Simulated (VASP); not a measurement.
Wanted: the native input for a VASP 6.6.1 run.

```
Task                   : single point
Functional             : PBE
Potentials or basis    : VASP PAW PBE potentials, release 64 (Al)
Cutoff                 : 500 eV
k mesh                 : 46 × 46 × 46
Occupations            : fermi-dirac, width 0.0612256 eV
Spin                   : no spin polarisation
Dipole correction      : no
Further INCAR settings : ALGO = Normal; EDIFF = 1e-06; NBANDS = 8
```

The structure of Al lies in POSCAR:

```
Al
1.0
    0.0000000000      2.0202110327      2.0202110327
    2.0202110327      0.0000000000      2.0202110327
    2.0202110327      2.0202110327      0.0000000000
Al
1
Direct
    0.0000000000      0.0000000000      0.0000000000
```

One way to write it, as run:

INCAR

```
SYSTEM = Al
  PREC = Accurate
  ENCUT = 500
  EDIFF = 1E-6
  ISMEAR = -1
  SIGMA = 0.06122561905347299
  LREAL = .False.
  LASPH = .True.
  NELM = 120
  ALGO = Normal
  ISIF = 2
  LWAVE = .False.
  LCHARG = .True.
  GGA = PE
  LELF = .True.
  LVHAR = .True.
  NBANDS = 8
  GGA_COMPAT = .False.
```

KPOINTS

```
Automatic mesh
0
Gamma
  46 46 46
  0 0 0
```

Potentials or basis: VASP PAW PBE potentials, release 64 (Al).

Launch:

```console
$ cat potpaw_PBE.64/Al/POTCAR > POTCAR
$ mpirun -np 1 vasp_std > vasp.out
```

It gave:

```json
{
 "Pressure": "0.0 GPa",
 "Band gap on the k mesh": "zero (an odd number of electrons rules out a gap without spin polarisation)"
}
```

It took 4.9 min on 1 thread of Intel Xeon 8259CL, on a shared host, peak memory 0.37 GiB.
